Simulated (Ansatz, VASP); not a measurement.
**AgCl in VASP and in Ansatz**

```
Ag Cl
1.0
     0.00000    2.73110    2.80602
     2.73110    0.00000    2.80602
     2.73110    2.73110    0.00000
Ag Cl
1 1
Direct
  0.48503 0.51497 0.51497
  0.04554 0.95446 0.95446
```

Change from the starting cell: mode 4 frozen in at -0.256 Å, equal normal strain along x and y -0.0267.

Alike in both runs: task single point; functional PBE; k mesh 8 × 8 × 8; occupations gaussian, width 0.05 eV; no spin polarisation.

|  | VASP | Ansatz |
| --- | --- | --- |
| version | VASP 6.6.1 | Ansatz 0.2.0 |
| potentials or method | VASP PAW PBE potentials, release 64 (Ag, Cl), cutoff 520 eV | scalar-relativistic, plane waves, PAW |
| valence electrons in the cell | 18 | 26 |

```csv
,VASP,Ansatz,Ansatz less VASP
gap on the k mesh at the Fermi level (eV),0.98,0.99,+0.004
least direct gap on the mesh (eV),2.17,2.17,+0.003
pressure (GPa),5.0,5.1,+0.16
"traceless stress, the component that is largest in VASP (GPa)",5.05,5.07,+0.019
rms of the force components (eV/Å),0.533,0.537,+0.0031
```

Atom by atom the forces differ by 0.003 eV/Å (rms over components). VASP's potentials hold 18 valence electrons a cell and Ansatz's 26, so a difference there can come from the potentials and not from the codes.
